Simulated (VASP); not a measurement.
Wanted: the native input for a VASP 6.6.1 run.

- Task: single point
- Functional: PBEsol
- Potentials or basis: VASP PAW PBE potentials, release 64 (Zr_sv, S)
- Cutoff: 520 eV
- k mesh: 16 × 16 × 16
- Occupations: gaussian, width 0.15 eV
- Spin: no spin polarisation
- Dipole correction: no
- Further INCAR settings: ALGO = Normal; EDIFF = 1e-06; NBANDS = 16

The structure of ZrS lies in POSCAR:

```
ZrS
1.0
    0.0000000000      2.5856250000      2.5462500000
    2.5856250000      0.0000000000      2.5462500000
    2.5856250000      2.5856250000      0.0000000000
Zr S
1 1
Direct
    0.0000000000      0.0000000000      0.0000000000
    0.5000000000      0.5000000000      0.5000000000
```

This cell differs from its parent crystal: strain -0.015 along x and y, -0.030 along z.

These files were run (other wordings do the same):

INCAR

```
  PREC = Accurate
  ENCUT = 520
  EDIFF = 1E-6
  ISMEAR = 0
  SIGMA = 0.15
  LREAL = False
  LASPH = True
  NELM = 100
  ALGO = Normal
  ISIF = 2
  LWAVE = False
  LCHARG = False
  GGA = PS
  NBANDS = 16
```

KPOINTS

```
regular mesh
0
Gamma
  16 16 16
```

Potentials or basis: VASP PAW PBE potentials, release 64 (Zr_sv, S).

The run is started by

```sh
$ cat potpaw_PBE.64/Zr_sv/POTCAR potpaw_PBE.64/S/POTCAR > POTCAR
$ mpirun -np 1 vasp_std > vasp.out
```

Results of the run:

The pressure is 2.2 GPa and the band gap on the k mesh is zero (bands 9 and 10 overlap by 3.14 eV).

Caveat: the cell differs from its parent crystal (strain -0.015 along x and y, -0.030 along z); the PAW data sets were made with another functional, which shifts forces and pressure a little.

It took 2.1 min on 1 thread of Intel(R) Xeon(R) Platinum 8259CL CPU @ 2.50GHz (Skylake/Cascade Lake), with other jobs on the host, peak memory 0.3 GiB.
